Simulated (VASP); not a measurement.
## Bi: single point with LDA

Bi:

```xyz
1
Lattice="-1.8219 1.8219 1.8219 1.8219 -1.8219 1.8219 1.8219 1.8219 -1.8219" Properties=species:S:1:pos:R:3 pbc="T T T"
Bi    0.0000    0.0000    0.0000
```

```yaml
Program: VASP 6.6.1
Task: single point
Functional: LDA
Potentials_or_basis: VASP PAW LDA potentials, release 64 (Bi_d)
Cutoff: 520 eV
k_mesh: 14 × 14 × 14
Occupations: fermi-dirac, width 0.08 eV
Spin: no spin polarisation
Dipole_correction: no
Further_INCAR_settings: ALGO = Normal; EDIFF = 1e-07; NBANDS = 14
```

- Pressure: 19.3 GPa

Levels at points of the mesh, in eV from the Fermi level:
```
           k point  band 4  band 5  band 6  band 7  band 8  band 9  band 10  band 11  band 12  band 13
(0.00, 0.00, 0.00)  -23.02  -23.02  -15.62    7.12    7.12    7.12    10.43    10.43    10.43    13.04
(0.50, 0.00, 0.00)  -23.03  -22.84  -10.91   -6.73    2.04    4.02     7.13     8.40    14.09    14.43
(0.50, 0.50, 0.50)  -22.89  -22.89   -7.45   -2.47   -2.47   -2.47     3.39     3.39    15.93    19.99
```

Wall time 22 s on 1 thread of AMD EPYC 7R43 64-Core Processor (Zen 3) (shared host), peak memory 0.12 GiB.

Caveat: spin-orbit coupling is left out, which moves the levels of the heavy elements.
